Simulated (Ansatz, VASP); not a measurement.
Two plane-wave programs on BN

```
B N
1.0
     0.00000    1.79035    1.79035
     1.79035    0.00000    1.79035
     1.79035    1.79035    0.00000
B N
1 1
Direct
  0.00000 0.00000 0.00000
  0.25000 0.25000 0.25000
```

Alike in both runs: functional LDA; k mesh 8 × 8 × 8; no spin polarisation.

Ansatz relaxed the structure, and its values are those at the end. VASP's run is a single point on that final structure, the one shown.

```csv
,VASP,Ansatz
version,VASP 6.6.1,Ansatz 0.2.0
potentials or method,"VASP PAW LDA potentials, release 64 (B_h, N_h), cutoff 1330 eV","plane waves, PAW"
occupations,"gaussian, width 0.01 eV",fixed
valence electrons in the cell,8,8
```

```tsv
	VASP	Ansatz	Ansatz less VASP
pressure (GPa)	0.6	0.0	-0.65
```

LDA's correlation is that of Perdew and Zunger in VASP and of Perdew and Wang (1992) in Ansatz. Ansatz's warnings: stress scf threshold loose.
